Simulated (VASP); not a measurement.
Set up this calculation in VASP 6.6.1, as the native input.

- Task: single point
- Functional: LDA
- Potentials or basis: VASP PAW LDA potentials, release 64 (Ta_pv, Be)
- Cutoff: 520 eV
- k mesh: 6 × 6 × 6
- Occupations: methfessel-paxton, width 0.05 eV
- Spin: no spin polarisation
- Dipole correction: no
- Further INCAR settings: ALGO = Normal; EDIFF = 1e-06; NBANDS = 24

The structure of TaBe2 lies in POSCAR:

```
TaBe2
1.0
    0.0000000000      3.2774286549      3.2774286549
    3.2774286549      0.0000000000      3.2774286549
    3.2774286549      3.2774286549      0.0000000000
Ta Be
2 4
Direct
    0.7500000000      0.7500000000      0.7500000000
    0.5000000000      0.5000000000      0.5000000000
    0.1250000000      0.6250000000      0.1250000000
    0.1250000000      0.1250000000      0.6250000000
    0.6250000000      0.1250000000      0.1250000000
    0.1250000000      0.1250000000      0.1250000000
```

These files were run (other wordings do the same):

INCAR

```
PREC = Accurate ; ENCUT = 520
EDIFF = 1E-6 ; ISMEAR = 1
SIGMA = 0.05 ; LREAL = F
LASPH = T ; NELM = 80
ALGO = Normal ; ISIF = 2
LWAVE = F ; LCHARG = F
GGA = CA ; NBANDS = 24
```

KPOINTS

```
regular mesh
0
Gamma
  6 6 6
```

Potentials or basis: VASP PAW LDA potentials, release 64 (Ta_pv, Be).

Command:

```bash
$ cat potpaw_LDA.64/Ta_pv/POTCAR potpaw_LDA.64/Be/POTCAR > POTCAR
$ mpirun -np 1 vasp_std > vasp.out
```

It gave:

The pressure is -9.7 GPa. The band gap on the k mesh is zero (band 15 reaches 5.32 eV, above the bottom of band 16 at 3.86 eV).

Caveat: spin-orbit coupling is left out, which moves the levels of the heavy elements.

Run time: 20 s on 1 thread of Intel(R) Xeon(R) Platinum 8259CL CPU @ 2.50GHz (Skylake/Cascade Lake), with other jobs on the host, peak memory 0.18 GiB.
